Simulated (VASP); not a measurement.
Runs of VASP 6.6.1 on Al2BP3. The structure is that of space group I-4m2 (No. 119), or close to it. The cells are those of the table. 

```csv
task,cell,k mesh,cutoff (eV),smearing,gap on the mesh (eV),pressure (GPa),largest force (eV/Å)
single point,"a = 8.052 Å, angles 154.2, 154.2, 36.9°, 6 atoms",6 × 6 × 6,520,gaussian 0.1 eV,(a),12.1,4.08
single point,"a = 8.441 Å, angles 155.2, 155.2, 35.3°, 6 atoms",6 × 6 × 6,520,gaussian 0.1 eV,0.90,(b),0.02
relaxation of cell and atoms,"relaxed from a = 8.052 Å, angles 154.2, 154.2, 36.9°, 6 atoms",6 × 6 × 6,600,gaussian 0.1 eV,0.89,-0.1,0.02
single point,"a = 8.453 Å, angles 155.3, 155.3, 35.3°, 6 atoms",10 × 10 × 10,520,gaussian 0.02 eV,0.90,-0.1,0.01
```

Alike in all rows: level PBE; potentials or basis VASP PAW PBE potentials, release 64 (Al, B, P); no spin polarisation.

Task: Estimate the missing entries.

Result: (a) 1.19; (b) 0.1.

Caveats: forces of over 1 eV/Å act on the atoms, so gaps and moduli don't describe the material at rest (some runs).

A k mesh can miss the band edges.
